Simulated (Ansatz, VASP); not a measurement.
# TiB4: VASP beside Ansatz

File INCAR:

```
SYSTEM = TiB4
PREC = Accurate ; ENCUT = 600
EDIFF = 1E-7 ; ISMEAR = 0
SIGMA = 0.1 ; LREAL = .False.
LASPH = .True. ; NELM = 80
ALGO = Normal ; ISIF = 3
LWAVE = .False. ; LCHARG = .False.
GGA = PE ; IVDW = 12
IBRION = 2 ; NSW = 90
EDIFFG = -0.04
```

The input KPOINTS:

```
Automatic mesh
0
Gamma
  6 6 4
  0 0 0
```

Contents of POSCAR:

```
TiB4
1.0
    3.1000000000      0.0000000000      0.0000000000
   -1.5500000000      2.6846787500      0.0000000000
    0.0000000000      0.0000000000      6.2600000000
Ti B
1 4
Direct
    0.0000000000      0.0000000000      0.0000000000
    0.3333333300      0.6666666700      0.7444089500
    0.6666666700      0.3333333300      0.7444089500
    0.3333333300      0.6666666700      0.2555910500
    0.6666666700      0.3333333300      0.2555910500
```

Input for Ansatz:

```yaml
crystal:
  lattice:
    - [3.1, 0.0, 0.0]
    - [-1.55, 2.68467875, 0.0]
    - [0.0, 0.0, 6.26]
  atoms:
    - { symbol: Ti, position: [0.0, 0.0, 0.0] }
    - { symbol: B, position: [0.33333333, 0.66666667, 0.74440895] }
    - { symbol: B, position: [0.66666667, 0.33333333, 0.74440895] }
    - { symbol: B, position: [0.33333333, 0.66666667, 0.25559105] }
    - { symbol: B, position: [0.66666667, 0.33333333, 0.25559105] }
basis:
  ecutwfc: 420
kpoints:
  mp_grid: { grid: [6, 6, 4] }
hamiltonian:
  xc: pbe
  dispersion: d3bj
scf:
  occupations: { method: gaussian, width: 0.1 }
  lower_state_search: "off"
output:
  forces: true
  stress: true
  eigenvalues: true
relax:
  adjacent_minimum: "off"
  f_tol: 0.04
  max_steps: 70
  cell: { stress_tol: 0.4 }
```

Alike in both runs: task relaxation of cell and atoms; functional PBE; dispersion D3(BJ); k mesh 6 × 6 × 4; occupations gaussian, width 0.1 eV; no spin polarisation.

|  | VASP | Ansatz |
| --- | --- | --- |
| version | VASP 6.6.1 | Ansatz 0.2.0 |
| potentials or method | VASP PAW PBE potentials, release 64 (Ti_sv, B), cutoff 600 eV | scalar-relativistic, plane waves, PAW |
| valence electrons in the cell | 24 | 24 |

|  | VASP | Ansatz | Ansatz less VASP |
| --- | --- | --- | --- |
| gap on the k mesh at the Fermi level, each at its own relaxed structure (eV) | none | none | - |
| relaxed volume (Å³/atom) | 7.83 | 7.84 | +0.001 |
| relaxed length of the cell vector where the two differ most in proportion (Å) | 4.985 | 4.987 | +0.0019 |

A gap of «none» marks a metal or a gap that the smearing closes.

The k mesh is coarse, so the values compare programs but aren't converged. Noted on VASP's run: the volume moved by over 15 % at a fixed basis, so the end points are rough.
